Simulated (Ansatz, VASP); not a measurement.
## Rb: VASP beside Ansatz

The input INCAR:

```
PREC = Accurate ; ENCUT = 520
EDIFF = 1E-6 ; ISMEAR = 0
SIGMA = 0.1 ; LREAL = False
LASPH = True ; NELM = 80
ALGO = Normal ; ISIF = 2
LWAVE = False ; LCHARG = False
GGA = PE ; NBANDS = 10
```

File KPOINTS:

```
regular mesh
0
Gamma
  6 6 6
```

The input POSCAR:

```
Rb
1.0
    8.4817151298      0.0000000000      0.0000000000
    0.0000000000      8.4817151298      0.0000000000
    0.0000000000      0.0000000000      8.4817151298
Rb
1
Direct
    0.0000000000      0.0000000000      0.0000000000
```

Input for Ansatz:

```yaml
crystal:
  lattice:
    - [8.4817151298, 0.0, 0.0]
    - [0.0, 8.4817151298, 0.0]
    - [0.0, 0.0, 8.4817151298]
  atoms:
    - { symbol: Rb, position: [0.0, 0.0, 0.0] }
basis:
  ecutwfc: 420
kpoints:
  mp_grid: { grid: [6, 6, 6] }
hamiltonian:
  xc: pbe
scf:
  occupations: { method: gaussian, width: 0.1 }
output:
  forces: true
  stress: true
  eigenvalues: true
```

Alike in both runs: task single point; functional PBE; k mesh 6 × 6 × 6; occupations gaussian, width 0.1 eV; no spin polarisation.

|  | VASP | Ansatz |
| --- | --- | --- |
| version | VASP 6.6.1 | Ansatz 0.2.0 |
| potentials or method | VASP PAW PBE potentials, release 64 (Rb_sv), cutoff 520 eV | scalar-relativistic, plane waves, PAW |
| valence electrons in the cell | 9 | 9 |

```tsv
	VASP	Ansatz	Ansatz less VASP
gap on the k mesh at the Fermi level (eV)	none	none	-
pressure (GPa)	-0.1	-0.1	0.00
```

A gap of «none» marks a metal or a gap that the smearing closes. With one functional, cell and mesh, what is left measures potentials, basis and numerics.
